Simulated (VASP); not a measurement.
A run of VASP 6.6.1:

The input INCAR:

```
  PREC = Accurate
  ENCUT = 500
  EDIFF = 1E-6
  ISMEAR = 1
  SIGMA = 0.082
  LREAL = F
  LASPH = T
  NELM = 120
  ALGO = Normal
  ISIF = 2
  LWAVE = F
  LCHARG = F
  GGA = PE
  NBANDS = 12
  GGA_COMPAT = F
```

Contents of KPOINTS:

```
regular mesh
0
Gamma
  8 8 8
```

File POSCAR:

```
NaB
1.0
    0.0000000000      2.6838690000      2.6838690000
    2.6838690000      0.0000000000      2.6838690000
    2.6838690000      2.6838690000      0.0000000000
Na B
1 1
Direct
    0.0000000000      0.0000000000      0.0000000000
    0.5000000000      0.5000000000      0.5000000000
```

Potentials or basis: VASP PAW PBE potentials, release 64 (Na_pv, B).

Command:

```console
$ cat potpaw_PBE.64/Na_pv/POTCAR potpaw_PBE.64/B/POTCAR > POTCAR
$ mpirun -np 1 vasp_std > vasp.out
```

Hardware: 1 thread of Intel Xeon 8259CL, on a shared host.

Problem. How long does it take, and how much memory?

Solution. It took 18 s on 1 thread of Intel Xeon 8259CL, with other jobs on the host, peak memory 0.15 GiB. Counts: scf iterations 10, k points 29.
